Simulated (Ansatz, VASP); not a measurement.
BaS in VASP and in Ansatz

File INCAR:

```
SYSTEM = BaS
  PREC = Accurate
  ENCUT = 520
  EDIFF = 1E-7
  ISMEAR = -1
  SIGMA = 0.05
  LREAL = .FALSE.
  LASPH = .TRUE.
  NELM = 80
  ALGO = Normal
  ISIF = 2
  LWAVE = .FALSE.
  LCHARG = .FALSE.
  GGA = PE
  NBANDS = 15
```

File KPOINTS:

```
regular mesh
0
G
  10 10 10
  0 0 0
```

Contents of POSCAR:

```
BaS
1.0
    3.5651809330      0.0000000000      0.0000000000
    0.0000000000      3.5651809330      0.0000000000
    0.0000000000      0.0000000000      3.5651809330
Ba S
1 1
Direct
    0.0000000000      0.0000000000      0.0000000000
    0.5000000000      0.5000000000      0.5000000000
```

Input for Ansatz:

```yaml
crystal:
  lattice:
    - [3.565180933, 0.0, 0.0]
    - [0.0, 3.565180933, 0.0]
    - [0.0, 0.0, 3.565180933]
  atoms:
    - { symbol: Ba, position: [0.0, 0.0, 0.0] }
    - { symbol: S, position: [0.5, 0.5, 0.5] }
kpoints:
  mp_grid: { grid: [10, 10, 10] }
scf:
  occupations: { method: fermi_dirac, width: 0.05 }
hamiltonian:
  xc: pbe
  pseudopotentials: { kind: paw }
output:
  forces: true
  stress: true
  eigenvalues: true
  populations: true
```

Change from the starting cell: volume scaled by 0.8, PAW files.

Alike in both runs: task single point; functional PBE; k mesh 10 × 10 × 10; occupations fermi-dirac, width 0.05 eV; no spin polarisation.

|  | VASP | Ansatz |
| --- | --- | --- |
| version | VASP 6.6.1 | Ansatz 0.2.0 |
| potentials or method | VASP PAW PBE potentials, release 64 (Ba_sv, S) | PAW with Ansatz's default frozen-core files, scalar-relativistic |
| plane-wave cutoff (eV) | 520 | 420 |
| valence electrons in the cell | 16 | 16 |

Ansatz gave:

- pressure (GPa): 16.4

Problem. Estimate VASP's values.

Solution. Pressure (GPa): 18.7.

Neither program's run includes spin-orbit coupling.
